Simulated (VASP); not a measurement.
# Sn (P6_3/mmc) in VASP: relaxation of cell and atoms with PBE

Aim: the relaxation of cell and atoms of Sn with PBE.

Program: VASP 6.6.1. These are calculated values, not measurements. Logs are shortened: lines on timing, memory, paths and dates and some standing lists are left out, and cuts for length are marked.

## (1) The cell of the first run

The structure is hexagonal, space group P6_3/mmc (No. 194). The conventional cell has a = 3.340 Å, b = 3.340 Å, c = 5.318 Å, α = 90.00°, β = 90.00°, γ = 120.00°. Within 4.3 Å of Sn (site symmetry -6m2) lie 12 Sn at 3.28 to 3.34 Å.

This isn't the form of Sn at room conditions, which is tetragonal (white tin).

## (2) Relaxation of cell and atoms, PBE, target pressure 4.4 GPa, at which the enthalpy is minimised

File INCAR:

```
ALGO = Normal ; EDIFF = 1E-6
EDIFFG = -0.005 ; ENCUT = 600
GGA = PE ; IBRION = 2
ISIF = 3 ; ISMEAR = -1
LASPH = True ; LCHARG = False
LREAL = False ; LWAVE = False
NELM = 100 ; NSW = 32
PREC = Accurate ; PSTRESS = 44.0
SIGMA = 0.1
```

File KPOINTS:

```
k-points
0
Gamma
  13 13 7
```

File POSCAR:

```
Sn
1.0
    3.3402611876      0.0000000000      0.0000000000
   -1.6701305938      2.8927510438      0.0000000000
    0.0000000000      0.0000000000      5.3175104833
Sn
2
Direct
    0.3333333333      0.6666666667      0.2500000000
    0.6666666667      0.3333333333      0.7500000000
```

Potentials or basis: VASP PAW PBE potentials, release 64 (Sn_d).

Launch:

```console
$ cat potpaw_PBE.64/Sn_d/POTCAR > POTCAR
$ mpirun -np 1 vasp_std > vasp.out
```

OUTCAR:

```text
EDIFF = 1E-6
   EDIFFG = -0.005
   ENCUT = 600
   GGA = PE
   IBRION = 2
   ISIF = 3
   ISMEAR = -1
   LASPH = True
   LREAL = False
   NELM = 100
   NSW = 32
   PREC = Accurate
   PSTRESS = 44.0

 ion  position               nearest neighbor table
   1  0.333  0.667  0.250-   2 3.28   2 3.28   2 3.28   2 3.28   2 3.28   2 3.28
   2  0.667  0.333  0.750-   1 3.28   1 3.28   1 3.28   1 3.28   1 3.28   1 3.28

  LATTYP: Found a hexagonal cell.
 ALAT       =     3.3402611876
 C/A-ratio  =     1.5919445171

  Lattice vectors:

 A1 = (   3.3402611876,   0.0000000000,   0.0000000000)
 A2 = (  -1.6701305938,   2.8927510438,   0.0000000000)
 A3 = (   0.0000000000,   0.0000000000,   5.3175104833)

Analysis of symmetry for initial positions (statically):
=====================================================================
 Subroutine PRICEL returns:
 Original cell was already a primitive cell.

 Routine SETGRP: Setting up the symmetry group for a
 hexagonal supercell.

 Subroutine GETGRP returns: Found 24 space group operations
 (whereof 12 operations were pure point group operations)
 out of a pool of 24 trial point group operations.

The static configuration has the point symmetry D_3d.
 The point group associated with its full space group is D_6h.

Analysis of symmetry for dynamics (positions and initial velocities):
=====================================================================
 Subroutine PRICEL returns:
 Original cell was already a primitive cell.

 Routine SETGRP: Setting up the symmetry group for a
 hexagonal supercell.

 Subroutine GETGRP returns: Found 24 space group operations
 (whereof 12 operations were pure point group operations)
 out of a pool of 24 trial point group operations.

The dynamic configuration has the point symmetry D_3d.
 The point group associated with its full space group is D_6h.

 Subroutine INISYM returns: Found 24 space group operations
 (whereof 12 operations are pure point group operations),
 and found     1 'primitive' translations

----------------------------------------------------------------------------------------

                                     Primitive cell

  volume of cell :      51.3807

  direct lattice vectors                    reciprocal lattice vectors
     3.340261188  0.000000000  0.000000000     0.299377786  0.172845846  0.000000000
    -1.670130594  2.892751044  0.000000000     0.000000000  0.345691691  0.000000000
     0.000000000  0.000000000  5.317510483     0.000000000  0.000000000  0.188057927

  length of vectors
     3.340261188  3.340261188  5.317510483     0.345691691  0.345691691  0.188057927

  position of ions in fractional coordinates (direct lattice)
     0.333333333  0.666666667  0.250000000
     0.666666667  0.333333333  0.750000000

  ion indices of the primitive-cell ions
   primitive index   ion index
                 1           1
                 2           2

----------------------------------------------------------------------------------------

 KPOINTS: k-points

Automatic generation of k-mesh.
 Grid dimensions read from file:
 generate k-points for:   13   13    7

 Generating k-lattice:

  Cartesian coordinates                     Fractional coordinates (reciprocal lattice)
     0.023029060  0.013295834  0.000000000     0.076923077  0.000000000  0.000000000
     0.000000000  0.026591669  0.000000000     0.000000000  0.076923077  0.000000000
     0.000000000  0.000000000  0.026865418     0.000000000  0.000000000  0.142857143

  Length of vectors
     0.026591669  0.026591669  0.026865418

  Shift w.r.t. Gamma in fractional coordinates (k-lattice)
     0.000000000  0.000000000  0.000000000

 Subroutine IBZKPT returns following result:
 ===========================================

 Found     84 irreducible k-points:

 Following reciprocal coordinates:
            Coordinates               Weight
  0.000000  0.000000  0.000000      1.000000
  0.076923  0.000000  0.000000      6.000000
  0.153846  0.000000  0.000000      6.000000
  0.230769  0.000000  0.000000      6.000000
  0.307692  0.000000  0.000000      6.000000
  0.384615  0.000000  0.000000      6.000000
[... 16 lines left out ...]
  0.076923  0.000000  0.142857     12.000000
  0.153846  0.000000  0.142857     12.000000
 [... further k-points ...]
   k-points           NKPTS =     84   k-points in BZ     NKDIM =     84   number of bands    NBANDS=     18
   number of dos      NEDOS =    301   number of ions     NIONS =      2
   total plane-waves  NPLWV =  32928
   dimension x,y,z NGX =    28 NGY =   28 NGZ =   42
   dimension x,y,z NGXF=    56 NGYF=   56 NGZF=   84
   ions per type =               2
   NGX,Y,Z   is equivalent  to a cutoff of  13.94, 13.94, 13.13 a.u.
   NGXF,Y,Z  is equivalent  to a cutoff of  27.87, 27.87, 26.26 a.u.
 SYSTEM =  unknown system
   PREC   = accura    normal or accurate (medium, high low for compatibility)
   ISTART =      0    job   : 0-new  1-cont  2-samecut
   ICHARG =      2    charge: 1-file 2-atom 10-const
   ISPIN  =      1    spin polarized calculation?
   LNONCOLLINEAR =      F non collinear calculations
   LSORBIT =      F    spin-orbit coupling
   LASPH  =      T    aspherical Exc in radial PAW
   ENCUT  =  600.0 eV  44.10 Ry    6.64 a.u.   6.67  6.67 10.62*2*pi/ulx,y,z
   NELM   =    100;   NELMIN=  2; NELMDL= -5     # of ELM steps
   EDIFF  = 0.1E-05   stopping-criterion for ELM
   LREAL  =      F    real-space projection
   EDIFFG = -.5E-02   stopping-criterion for IOM
   NSW    =     32    number of steps for IOM
   IBRION =      2    ionic relax: 0-MD 1-quasi-New 2-CG
   NFREE  =      1    steps in history (QN), initial steepest desc. (CG)
   ISIF   =      3    stress and relaxation
   ISYM   =      2    0-nonsym 1-usesym 2-fastsym
   POTIM  = 0.5000    time-step for ionic-motion
   TEBEG  =    0.0;   TEEND  =   0.0 temperature during run
   PSTRESS=   44.0 pullay stress
   NELECT =      28.0000    total number of electrons
   NUPDOWN=      -1.0000    fix difference up-down
   EMIN   =  10.00;   EMAX   =-10.00  energy-range for DOS
   EFERMI =   0.00;   METHOD = LEGACY
   ISMEAR =    -1;   SIGMA  =   0.10  broadening in eV -4-tet -1-fermi 0-gaus
   EFERMI_NEDOS =   21; number of points for ismear=-14 and -15
   IALGO  =     38    algorithm
   IMIX   =      4    mixing-type and parameters
     AMIX     =   0.40;   BMIX     =  1.00
     AMIX_MAG =   1.60;   BMIX_MAG =  1.00
  volume/ion in A,a.u.               =      25.69       173.37
  Fermi-wavevector in a.u.,A,eV,Ry     =   1.337193  2.526929 24.328390  1.788086
  Thomas-Fermi vector in A             =   2.465761
   LORBIT       =      0    0 simple, 1 ext, 2 COOP (PROOUT), +10 PAW based schemes
   GGA     = PE    functional components
   LHFCALC =     F    Hartree Fock is set to
   AEXX    =    0.0000 exact exchange contribution
   IVDW    =     0    specifies the selected vdW correction
   LEPSILON=     F    determine dielectric tensor
   LRPA    =     F    only Hartree local field effects (RPA)
 conjugate gradient relaxation of ions
 non-spin polarized calculation
  energy-cutoff  :      600.00
  volume of cell :       51.38
 maximum number of plane-waves:      1741
 NGX is ok and might be reduce to    28
   NGX = 13   NGY = 13   NGZ = 21

 number of electron      28.0000004 magnetization

 Free energy of the ion-electron system (eV)
  ---------------------------------------------------
  ext. energy  EPLUGINS =         0.00000000
  ---------------------------------------------------
  free energy    TOTEN  =        -7.53127808 eV

  energy without entropy =       -7.49672261  energy(sigma->0) =       -7.51400035

 E-fermi :   8.8377     XC(G=0): -10.6335

 val. band max:        8.8067215967   @ k =   0.1538   0.1538   0.0000
 cond. band min:       8.8520348902   @ k =   0.3077   0.1538   0.2857
 fundamental gap:      0.0453132935
 Fermi energy:         8.8377414036

 k-point     1 :       0.0000    0.0000    0.0000
  band No.  band energies     occupation
      1     -12.7723      2.00000
      2     -12.7591      2.00000
      3     -12.7505      2.00000
      4     -12.7505      2.00000
      5     -12.7363      2.00000
      6     -12.7363      2.00000
[... 10 lines left out ...]
     17      16.5029      0.00000
     18      17.6724      0.00000

 k-point     2 :       0.0769    0.0000    0.0000
  band No.  band energies     occupation
      1     -12.7739      2.00000
      2     -12.7636      2.00000
      3     -12.7418      2.00000
      4     -12.7404      2.00000
      5     -12.7323      2.00000
      6     -12.7277      2.00000
[... 10 lines left out ...]
     17      16.8144      0.00000
     18      17.4683      0.00000

 k-point     3 :       0.1538    0.0000    0.0000
  band No.  band energies     occupation
      1     -12.7900      2.00000
      2     -12.7555      2.00000
      3     -12.7336      2.00000
      4     -12.7327      2.00000
      5     -12.7317      2.00000
      6     -12.7177      2.00000
[... 10 lines left out ...]
     17      16.5436      0.00000
     18      16.8452      0.00000

 k-point     4 :       0.2308    0.0000    0.0000
  band No.  band energies     occupation
      1     -12.8111      2.00000
      2     -12.7503      2.00000
      3     -12.7481      2.00000
      4     -12.7440      2.00000
      5     -12.7226      2.00000
      6     -12.6836      2.00000
[... 375 lines left out ...]
      4     -12.7589      2.00000
      5     -12.7400      2.00000
      6     -12.7400      2.00000
[... 10 lines left out ...]
     17      16.4399      0.00000
     18      16.4399      0.00000

 k-point    23 :       0.0769    0.0000    0.1429
  band No.  band energies     occupation
      1     -12.7739      2.00000
      2     -12.7630      2.00000
      3     -12.7523      2.00000
      4     -12.7522      2.00000
      5     -12.7359      2.00000
      6     -12.7314      2.00000
[... 10 lines left out ...]
     17      16.2516      0.00000
     18      16.6441      0.00000

 k-point    24 :       0.1538    0.0000    0.1429
  band No.  band energies     occupation
      1     -12.7894      2.00000
      2     -12.7562      2.00000
      3     -12.7509      2.00000
      4     -12.7398      2.00000
      5     -12.7262      2.00000
      6     -12.7078      2.00000
[... 10 lines left out ...]
     17      15.8338      0.00000
     18      16.4805      0.00000

 [... further k-points ...]

------------------------ aborting loop because EDIFF is reached ----------------------------------------

  FORCE on cell =-STRESS in cart. coord.  units (eV):
  Direction    XX          YY          ZZ          XY          YZ          ZX
  --------------------------------------------------------------------------------------
  -------------------------------------------------------------------------------------
  Total        1.4051023      1.4051023      1.4073486      0.0000000      0.0000000     -0.0000000
  in kB       43.8145838     43.8145838     43.8846287      0.0000000      0.0000000     -0.0000000
  external PRESSURE =      -0.1620679 kB  Pullay stress =      44.0000000 kB

 VOLUME and BASIS-vectors are now :
 -----------------------------------------------------------------------------
  energy-cutoff  :      600.00
  volume of cell :       51.38
      direct lattice vectors                 reciprocal lattice vectors
     3.340261188  0.000000000  0.000000000     0.299377786  0.172845846  0.000000000
    -1.670130594  2.892751044  0.000000000     0.000000000  0.345691691  0.000000000
     0.000000000  0.000000000  5.317510483     0.000000000  0.000000000  0.188057927

 POSITION                                       TOTAL-FORCE (eV/Angst)
 -----------------------------------------------------------------------------------
     -0.00000      1.92850      1.32938        -0.000000      0.000000      0.000000
      1.67013      0.96425      3.98813         0.000000     -0.000000     -0.000000
 -----------------------------------------------------------------------------------
    total drift:                                0.000000     -0.000000      0.000000

  FREE ENERGIE OF THE ION-ELECTRON SYSTEM (eV)
  ---------------------------------------------------
  free  energy   TOTEN  =        -7.5312780846 eV

  energy  without entropy=       -7.4967226135  energy(sigma->0) =       -7.51400035

  enthalpy is  TOTEN    =        -6.1202296051 eV   P V=        1.4110484795

 reached required accuracy - stopping structural energy minimisation
```

It took 56 s on 1 thread of Intel Xeon 8259CL, shared host; peak memory 0.23 GiB.

What came out:

- Free energy: -7.5313 eV
- Pressure after relaxing: 4.4 GPa
- Band gap on the k mesh: zero (bands 14 and 15 overlap by 7.98 eV)

Final structure:
```
Sn
1.0
     3.34026    0.00000    0.00000
    -1.67013    2.89275    0.00000
     0.00000    0.00000    5.31751
Sn
2
Direct
  0.33333 0.66667 0.25000
  0.66667 0.33333 0.75000
```

Levels at points of the mesh, in eV from the Fermi level:
```csv
k point,band 10,band 11,band 12,band 13,band 14,band 15,band 16,band 17,band 18
"(0.00, 0.00, 0.00)",-21.43,-11.56,-6.61,-4.87,5.72,5.72,7.67,7.67,8.83
```

Caveat: the cell is relaxed towards a set pressure, so the run minimises the enthalpy, not the energy; spin-orbit coupling is left out, which moves the levels of the heavy elements.

The gap in the log of VASP goes by the Fermi energy; the results here count the filled bands.